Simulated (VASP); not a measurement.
Crystal: AlRu.

```
Al Ru
1.0
     2.98250    0.00000    0.00000
     0.00000    2.98250    0.00000
     0.00000    0.00000    2.98250
Al Ru
1 1
Cartesian
  0.0000 0.0000 0.0000
  1.5412 1.4912 1.4912
```

| Property | Result |
| --- | --- |
| Program | VASP 6.6.1 |
| Task | relaxation of volume and atoms at fixed shape |
| Functional | PBE |
| Potentials or basis | VASP PAW PBE potentials, release 64 (Al, Ru_pv) |
| Cutoff | 600 eV |
| k mesh | 4 × 4 × 4 |
| Occupations | gaussian, width 0.1 eV |
| Spin | no spin polarisation |

At the start: pressure 2.4 GPa; volume 13.27 Å³/atom.

Task: Where does the relaxation end?

Result: Over 5 steps the energy falls by 5.9 meV/atom and the volume is 13.40 Å³/atom (+1.0 %); space group Pm-3m (No. 221, to 0.05 Å).

Step by step:
```csv
step,energy change (eV),largest force (eV/Å),pressure (GPa),volume (Å³)
1,0.0000,0.3985,2.40,26.53
2,-0.0055,0.0828,-3.65,27.30
3,-0.0083,0.1915,-1.54,27.01
4,-0.0118,0.0202,0.24,26.77
5,-0.0118,0.0027,0.06,26.80
```

Final structure:
```
Al Ru
1.0
     2.99251    0.00000    0.00000
     0.00000    2.99251    0.00000
     0.00000    0.00000    2.99251
Al Ru
1 1
Direct
  0.00832 0.00000 0.00000
  0.50844 0.50000 0.50000
```

Caveat: the k points lie up to 0.52 Å⁻¹ apart in the final cell.
